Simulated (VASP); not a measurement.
# AlRu (rocksalt type) (Fm-3m) in VASP: a series of runs

Runs on AlRu (rocksalt type). Level: LDA. Tasks: single point, relaxation of cell and atoms.

Everything below comes from runs of VASP 6.6.1. Logs are shortened: lines on timing, memory, paths and dates and some standing lists are left out, and cuts for length are marked.

## 1. The cell of the first run

It takes space group Fm-3m (No. 225, cubic). The conventional cell has a = 4.890 Å, b = 4.890 Å, c = 4.890 Å, α = 90.00°, β = 90.00°, γ = 90.00°. Ru (site symmetry m-3m) has 6 Al at 2.44 Å within 3.2 Å. Within 3.2 Å of Al (site symmetry m-3m) lie 6 Ru at 2.44 Å.

## 2. Single point, LDA

The input, INCAR:

```
SYSTEM = AlRu
  PREC = Accurate
  ENCUT = 520
  EDIFF = 1E-7
  ISMEAR = -1
  SIGMA = 0.05
  LREAL = .False.
  LASPH = .True.
  NELM = 80
  ALGO = Normal
  ISIF = 2
  LWAVE = .False.
  LCHARG = .False.
  GGA = CA
  NBANDS = 16
```

The input, KPOINTS:

```
Automatic mesh
0
Gamma
  14 14 14
  0 0 0
```

The input, POSCAR:

```
AlRu
1.0
    0.0000000000      2.4448927367      2.4448927367
    2.4448927367      0.0000000000      2.4448927367
    2.4448927367      2.4448927367      0.0000000000
Ru Al
1 1
Direct
    0.0000000000      0.0000000000      0.0000000000
    0.5000000000      0.5000000000      0.5000000000
```

Potentials or basis: VASP PAW LDA potentials, release 64 (Ru_pv, Al).

Started as:

```console
cat potpaw_LDA.64/Ru_pv/POTCAR potpaw_LDA.64/Al/POTCAR > POTCAR
mpirun -np 1 vasp_std > vasp.out
```

OUTCAR:

```text
SYSTEM = AlRu
   PREC = Accurate
   ENCUT = 520
   EDIFF = 1E-7
   ISMEAR = -1
   LREAL = .False.
   LASPH = .True.
   NELM = 80
   ISIF = 2
   GGA = CA

 ion  position               nearest neighbor table
   1  0.000  0.000  0.000-   2 2.44   2 2.44   2 2.44   2 2.44   2 2.44   2 2.44
   2  0.500  0.500  0.500-   1 2.44   1 2.44   1 2.44   1 2.44   1 2.44   1 2.44

  LATTYP: Found a face centered cubic cell.
 ALAT       =     4.8897854734

  Lattice vectors:

 A1 = (   0.0000000000,   2.4448927367,   2.4448927367)
 A2 = (   2.4448927367,   0.0000000000,   2.4448927367)
 A3 = (   2.4448927367,   2.4448927367,   0.0000000000)

Analysis of symmetry for initial positions (statically):
=====================================================================
 Subroutine PRICEL returns:
 Original cell was already a primitive cell.

 Routine SETGRP: Setting up the symmetry group for a
 face centered cubic supercell.

 Subroutine GETGRP returns: Found 48 space group operations
 (whereof 48 operations were pure point group operations)
 out of a pool of 48 trial point group operations.

The static configuration has the point symmetry O_h .

Analysis of symmetry for dynamics (positions and initial velocities):
=====================================================================
 Subroutine PRICEL returns:
 Original cell was already a primitive cell.

 Routine SETGRP: Setting up the symmetry group for a
 face centered cubic supercell.

 Subroutine GETGRP returns: Found 48 space group operations
 (whereof 48 operations were pure point group operations)
 out of a pool of 48 trial point group operations.

The dynamic configuration has the point symmetry O_h .

 Subroutine INISYM returns: Found 48 space group operations
 (whereof 48 operations are pure point group operations),
 and found     1 'primitive' translations

----------------------------------------------------------------------------------------

                                     Primitive cell

  volume of cell :      29.2287

  direct lattice vectors                    reciprocal lattice vectors
     0.000000000  2.444892737  2.444892737    -0.204507949  0.204507949  0.204507949
     2.444892737  0.000000000  2.444892737     0.204507949 -0.204507949  0.204507949
     2.444892737  2.444892737  0.000000000     0.204507949  0.204507949 -0.204507949

  length of vectors
     3.457600467  3.457600467  3.457600467     0.354218159  0.354218159  0.354218159

  position of ions in fractional coordinates (direct lattice)
     0.000000000  0.000000000  0.000000000
     0.500000000  0.500000000  0.500000000

  ion indices of the primitive-cell ions
   primitive index   ion index
                 1           1
                 2           2

----------------------------------------------------------------------------------------

 KPOINTS: Automatic mesh

Automatic generation of k-mesh.
 Grid dimensions read from file:
 generate k-points for:   14   14   14

 Generating k-lattice:

  Cartesian coordinates                     Fractional coordinates (reciprocal lattice)
    -0.014607711  0.014607711  0.014607711     0.071428571  0.000000000  0.000000000
     0.014607711 -0.014607711  0.014607711     0.000000000  0.071428571  0.000000000
     0.014607711  0.014607711 -0.014607711     0.000000000  0.000000000  0.071428571

  Length of vectors
     0.025301297  0.025301297  0.025301297

  Shift w.r.t. Gamma in fractional coordinates (k-lattice)
     0.000000000  0.000000000  0.000000000

 Subroutine IBZKPT returns following result:
 ===========================================

 Found    104 irreducible k-points:

 Following reciprocal coordinates:
            Coordinates               Weight
  0.000000  0.000000  0.000000      1.000000
  0.071429  0.000000  0.000000      8.000000
  0.142857  0.000000  0.000000      8.000000
  0.214286  0.000000  0.000000      8.000000
  0.285714  0.000000  0.000000      8.000000
  0.357143  0.000000  0.000000      8.000000
[... 16 lines left out ...]
  0.214286  0.142857  0.000000     24.000000
  0.285714  0.142857  0.000000     24.000000
 [... further k-points ...]
   k-points           NKPTS =    104   k-points in BZ     NKDIM =    104   number of bands    NBANDS=     16
   number of dos      NEDOS =    301   number of ions     NIONS =      2
   total plane-waves  NPLWV =  21952
   dimension x,y,z NGX =    28 NGY =   28 NGZ =   28
   dimension x,y,z NGXF=    56 NGYF=   56 NGZF=   56
   ions per type =               1   1
   NGX,Y,Z   is equivalent  to a cutoff of  13.46, 13.46, 13.46 a.u.
   NGXF,Y,Z  is equivalent  to a cutoff of  26.93, 26.93, 26.93 a.u.
 SYSTEM =  AlRu
   PREC   = accura    normal or accurate (medium, high low for compatibility)
   ISTART =      0    job   : 0-new  1-cont  2-samecut
   ICHARG =      2    charge: 1-file 2-atom 10-const
   ISPIN  =      1    spin polarized calculation?
   LNONCOLLINEAR =      F non collinear calculations
   LSORBIT =      F    spin-orbit coupling
   LASPH  =      T    aspherical Exc in radial PAW
   ENCUT  =  520.0 eV  38.22 Ry    6.18 a.u.   6.43  6.43  6.43*2*pi/ulx,y,z
   NELM   =     80;   NELMIN=  2; NELMDL= -5     # of ELM steps
   EDIFF  = 0.1E-06   stopping-criterion for ELM
   LREAL  =      F    real-space projection
   EDIFFG = 0.1E-05   stopping-criterion for IOM
   NSW    =      0    number of steps for IOM
   IBRION =     -1    ionic relax: 0-MD 1-quasi-New 2-CG
   NFREE  =      0    steps in history (QN), initial steepest desc. (CG)
   ISIF   =      2    stress and relaxation
   ISYM   =      2    0-nonsym 1-usesym 2-fastsym
   POTIM  = 0.5000    time-step for ionic-motion
   TEBEG  =    0.0;   TEEND  =   0.0 temperature during run
   PSTRESS=    0.0 pullay stress
   NELECT =      17.0000    total number of electrons
   NUPDOWN=      -1.0000    fix difference up-down
   EMIN   =  10.00;   EMAX   =-10.00  energy-range for DOS
   EFERMI =   0.00;   METHOD = LEGACY
   ISMEAR =    -1;   SIGMA  =   0.05  broadening in eV -4-tet -1-fermi 0-gaus
   EFERMI_NEDOS =   21; number of points for ismear=-14 and -15
   IALGO  =     38    algorithm
   IMIX   =      4    mixing-type and parameters
     AMIX     =   0.40;   BMIX     =  1.00
     AMIX_MAG =   1.60;   BMIX_MAG =  1.00
  volume/ion in A,a.u.               =      14.61        98.62
  Fermi-wavevector in a.u.,A,eV,Ry     =   1.366537  2.582380 25.407830  1.867423
  Thomas-Fermi vector in A             =   2.492669
   LORBIT       =      0    0 simple, 1 ext, 2 COOP (PROOUT), +10 PAW based schemes
   GGA     = CA    functional components
   LHFCALC =     F    Hartree Fock is set to
   AEXX    =    0.0000 exact exchange contribution
   IVDW    =     0    specifies the selected vdW correction
   LEPSILON=     F    determine dielectric tensor
   LRPA    =     F    only Hartree local field effects (RPA)
 non-spin polarized calculation
  energy-cutoff  :      520.00
  volume of cell :       29.23
 maximum number of plane-waves:       802
 NGX is ok and might be reduce to    28
   NGX = 13   NGY = 13   NGZ = 13

 number of electron      16.9999998 magnetization

 Free energy of the ion-electron system (eV)
  ---------------------------------------------------
  ext. energy  EPLUGINS =         0.00000000
  ---------------------------------------------------
  free energy    TOTEN  =       -14.50556961 eV

  energy without entropy =      -14.48746027  energy(sigma->0) =      -14.49651494

 E-fermi :   9.5564     XC(G=0): -12.2492

 val. band max:        9.5537755361   @ k =  -0.4286   0.4286   0.0714
 cond. band min:       9.5592885397   @ k =  -0.4286   0.4286   0.0000
 fundamental gap:      0.0055130037
 Fermi energy:         9.5564457058

 k-point     1 :       0.0000    0.0000    0.0000
  band No.  band energies     occupation
      1     -32.1261      2.00000
      2     -32.1261      2.00000
      3     -32.1261      2.00000
      4       0.2443      2.00000
      5       7.3782      2.00000
      6       7.3782      2.00000
[... 8 lines left out ...]
     15      23.4869      0.00000
     16      23.4869      0.00000

 k-point     2 :       0.0714    0.0000    0.0000
  band No.  band energies     occupation
      1     -32.1305      2.00000
      2     -32.1268      2.00000
      3     -32.1268      2.00000
      4       0.3537      2.00000
      5       7.3058      2.00000
      6       7.4118      2.00000
[... 8 lines left out ...]
     15      23.2765      0.00000
     16      23.3206      0.00000

 k-point     3 :       0.1429    0.0000    0.0000
  band No.  band energies     occupation
      1     -32.1428      2.00000
      2     -32.1288      2.00000
      3     -32.1288      2.00000
      4       0.6770      2.00000
      5       7.1030      2.00000
      6       7.3681      2.00000
[... 8 lines left out ...]
     15      22.7564      0.00000
     16      22.7564      0.00000

 k-point     4 :       0.2143    0.0000    0.0000
  band No.  band energies     occupation
      1     -32.1606      2.00000
      2     -32.1317      2.00000
      3     -32.1317      2.00000
      4       1.1989      2.00000
      5       6.8008      2.00000
      6       7.1642      2.00000
[... 8 lines left out ...]
     15      21.8584      0.00000
     16      21.8584      0.00000
[... 324 lines left out ...]
 k-point    22 :       0.1429    0.1429    0.0000
  band No.  band energies     occupation
      1     -32.1427      2.00000
      2     -32.1324      2.00000
      3     -32.1324      2.00000
      4       0.8132      2.00000
      5       7.0342      2.00000
      6       7.1997      2.00000
[... 8 lines left out ...]
     15      22.3699      0.00000
     16      22.5383      0.00000

 k-point    23 :       0.2143    0.1429    0.0000
  band No.  band energies     occupation
      1     -32.1542      2.00000
      2     -32.1356      2.00000
      3     -32.1350      2.00000
      4       1.1869      2.00000
      5       6.8396      2.00000
      6       6.9370      2.00000
[... 8 lines left out ...]
     15      21.7289      0.00000
     16      22.3618      0.00000

 k-point    24 :       0.2857    0.1429    0.0000
  band No.  band energies     occupation
      1     -32.1700      2.00000
      2     -32.1390      2.00000
      3     -32.1382      2.00000
      4       1.7415      2.00000
      5       6.5255      2.00000
      6       6.7243      2.00000
[... 8 lines left out ...]
     15      21.7286      0.00000
     16      22.1624      0.00000

 [... further k-points ...]
[... 5 lines left out ...]
  --------------------------------------------------------------------------------------
  -------------------------------------------------------------------------------------
  Total        0.0798229      0.0798229      0.0798229      0.0000000      0.0000000      0.0000000
  in kB        4.3755090      4.3755090      4.3755090      0.0000000      0.0000000      0.0000000
  external PRESSURE =       4.3755090 kB  Pullay stress =       0.0000000 kB

 VOLUME and BASIS-vectors are now :
 -----------------------------------------------------------------------------
  energy-cutoff  :      520.00
  volume of cell :       29.23
      direct lattice vectors                 reciprocal lattice vectors
     0.000000000  2.444892737  2.444892737    -0.204507949  0.204507949  0.204507949
     2.444892737  0.000000000  2.444892737     0.204507949 -0.204507949  0.204507949
     2.444892737  2.444892737  0.000000000     0.204507949  0.204507949 -0.204507949

 POSITION                                       TOTAL-FORCE (eV/Angst)
 -----------------------------------------------------------------------------------
      0.00000      0.00000      0.00000         0.000000     -0.000000     -0.000000
      2.44489      2.44489      2.44489        -0.000000      0.000000      0.000000
 -----------------------------------------------------------------------------------
    total drift:                               -0.000000     -0.000000      0.000000

  FREE ENERGIE OF THE ION-ELECTRON SYSTEM (eV)
  ---------------------------------------------------
  free  energy   TOTEN  =       -14.5055696110 eV

  energy  without entropy=      -14.4874602728  energy(sigma->0) =      -14.49651494
```

Wall time 21 s (1 thread of Intel Xeon 6975P-C (Granite Rapids), shared host); peak memory 0.17 GiB.

Results:

```
Free energy : -14.5056 eV
Pressure    : 0.4 GPa
```

Levels at points of the mesh, in eV from the Fermi level:
```
           k point  band 5  band 6  band 7  band 8  band 9  band 10  band 11  band 12  band 13  band 14
(0.00, 0.00, 0.00)   -2.18   -2.18   -2.18   -1.82   -1.82     6.79     6.79     6.79    10.18    12.17
(0.50, 0.00, 0.00)   -4.56   -3.00   -3.00   -0.34   -0.34     1.41     7.49     8.12     8.12    11.19
(0.50, 0.50, 0.00)   -3.74   -2.52   -1.02    0.10    0.10     2.33     2.51     2.51     9.10    10.67
```

## 3. Relaxation of cell and atoms, LDA

This run uses another cell than the first one, of 16.31 Å³/atom, 1.116 times its volume.

The input, INCAR:

```
PREC = Accurate
ENCUT = 600
EDIFF = 1E-6
ISMEAR = -1
SIGMA = 0.05
LREAL = F
LASPH = T
NELM = 60
ALGO = Normal
ISIF = 3
LWAVE = F
LCHARG = F
IBRION = 2
NSW = 60
EDIFFG = -0.005
```

The input, KPOINTS:

```
regular mesh
0
Gamma
  14 14 14
```

The input, POSCAR:

```
AlRu
1.0
    0.0000000000      2.5359338295      2.5359338295
    2.5359338295      0.0000000000      2.5359338295
    2.5359338295      2.5359338295      0.0000000000
Ru Al
1 1
Direct
    0.0000000000      0.0000000000      0.0000000000
    0.5000000000      0.5000000000      0.5000000000
```

Potentials or basis: VASP PAW LDA potentials, release 64 (Ru_pv, Al).

Started as:

```console
cat potpaw_LDA.64/Ru_pv/POTCAR potpaw_LDA.64/Al/POTCAR > POTCAR
mpirun -np 1 vasp_std > vasp.out
```

OUTCAR:

```text
PREC = Accurate
   ENCUT = 600
   EDIFF = 1E-6
   ISMEAR = -1
   LREAL = F
   LASPH = T
   NELM = 60
   ISIF = 3
   IBRION = 2
   NSW = 60
   EDIFFG = -0.005

 ion  position               nearest neighbor table
   1  0.000  0.000  0.000-   2 2.54   2 2.54   2 2.54   2 2.54   2 2.54   2 2.54
   2  0.500  0.500  0.500-   1 2.54   1 2.54   1 2.54   1 2.54   1 2.54   1 2.54

  LATTYP: Found a face centered cubic cell.
 ALAT       =     5.0718676590

  Lattice vectors:

 A1 = (   0.0000000000,   2.5359338295,   2.5359338295)
 A2 = (   2.5359338295,   0.0000000000,   2.5359338295)
 A3 = (   2.5359338295,   2.5359338295,   0.0000000000)

Analysis of symmetry for initial positions (statically):
=====================================================================
 Subroutine PRICEL returns:
 Original cell was already a primitive cell.

 Routine SETGRP: Setting up the symmetry group for a
 face centered cubic supercell.

 Subroutine GETGRP returns: Found 48 space group operations
 (whereof 48 operations were pure point group operations)
 out of a pool of 48 trial point group operations.

The static configuration has the point symmetry O_h .

Analysis of symmetry for dynamics (positions and initial velocities):
=====================================================================
 Subroutine PRICEL returns:
 Original cell was already a primitive cell.

 Routine SETGRP: Setting up the symmetry group for a
 face centered cubic supercell.

 Subroutine GETGRP returns: Found 48 space group operations
[... 186 lines left out ...]
--------------------------------------- Ionic step        2  -------------------------------------------

 number of electron      17.0000002 magnetization

 E-fermi :  11.0971     XC(G=0): -12.7857

 val. band max:       11.0856556950   @ k =   0.5000   0.2857   0.0714
 cond. band min:      11.1034875500   @ k =   0.5000   0.4286   0.0000
 fundamental gap:      0.0178318550
 Fermi energy:        11.0971272209

 k-point     1 :       0.0000    0.0000    0.0000
  band No.  band energies     occupation
      1     -30.6935      2.00000
      2     -30.6935      2.00000
      3     -30.6935      2.00000
      4       1.1214      2.00000
      5       8.4839      2.00000
      6       8.4839      2.00000
      7       8.4839      2.00000
      8       8.9507      2.00000
      9       8.9507      2.00000
     10      18.4656      0.00000
     11      18.4656      0.00000
     12      18.4656      0.00000
[... 416 lines left out ...]
--------------------------------------- Ionic step        4  -------------------------------------------

 number of electron      17.0000002 magnetization

 Free energy of the ion-electron system (eV)
  ---------------------------------------------------
  ext. energy  EPLUGINS =         0.00000000
  ---------------------------------------------------
  free energy    TOTEN  =       -14.50725632 eV

  energy without entropy =      -14.48907064  energy(sigma->0) =      -14.49816348

 E-fermi :   9.5185     XC(G=0): -12.2358

 val. band max:        9.5161463186   @ k =  -0.4286   0.4286   0.0714
 cond. band min:       9.5216641166   @ k =  -0.4286   0.4286   0.0000
 fundamental gap:      0.0055177981
 Fermi energy:         9.5185424515

 k-point     1 :       0.0000    0.0000    0.0000
  band No.  band energies     occupation
      1     -32.1622      2.00000
      2     -32.1622      2.00000
      3     -32.1622      2.00000
      4       0.2234      2.00000
      5       7.3506      2.00000
      6       7.3506      2.00000
      7       7.3506      2.00000
      8       7.7055      2.00000
      9       7.7055      2.00000
     10      16.2976      0.00000
     11      16.2976      0.00000
     12      16.2976      0.00000
[... 374 lines left out ...]
  FREE ENERGIE OF THE ION-ELECTRON SYSTEM (eV)
  ---------------------------------------------------
  free  energy   TOTEN  =       -14.5072563195 eV

  energy  without entropy=      -14.4890706434  energy(sigma->0) =      -14.49816348

 reached required accuracy - stopping structural energy minimisation
```

CONTCAR:

```text
AlRu
   1.00000000000000
     0.0000000000000000    2.4470986474442715    2.4470986474442715
     2.4470986474442715    0.0000000000000000    2.4470986474442715
     2.4470986474442715    2.4470986474442715   -0.0000000000000000
  Ru              Al
     1     1
Direct
     0.0000000000000000    0.0000000000000000    0.0000000000000000
     0.5000000000000000    0.5000000000000000    0.5000000000000000

  0.00000000E+00  0.00000000E+00  0.00000000E+00
  0.00000000E+00  0.00000000E+00  0.00000000E+00
```

It took 52 s on 1 thread of Intel Xeon 6975P-C (Granite Rapids), shared host; peak memory 0.19 GiB.

What came out:

- Free energy: -14.5073 eV
- Relaxed volume: 14.65 Å³/atom
- Relaxed cell: a = 3.461 Å, b = 3.461 Å, c = 3.461 Å, α = 60.00°, β = 60.00°, γ = 60.00°
- Space group after relaxing (to 0.05 Å): Fm-3m (No. 225)
- Energy gained by relaxing: 80.2 meV/atom
- Ionic steps: 4
- Pressure after relaxing: 0.0 GPa

The path:
| step | energy change (eV) | largest force (eV/Å) | pressure (GPa) | volume (Å³) |
| --- | --- | --- | --- | --- |
| 1 | 0.0000 | 0.0000 | -14.12 | 32.62 |
| 2 | 0.0337 | 0.0000 | 22.68 | 26.29 |
| 3 | -0.1603 | 0.0000 | -0.32 | 29.37 |
| 4 | -0.1604 | 0.0000 | 0.01 | 29.31 |

Final structure:
```
Ru Al
1.0
     0.00000    2.44710    2.44710
     2.44710    0.00000    2.44710
     2.44710    2.44710    0.00000
Ru Al
1 1
Direct
  0.00000 0.00000 0.00000
  0.50000 0.50000 0.50000
```
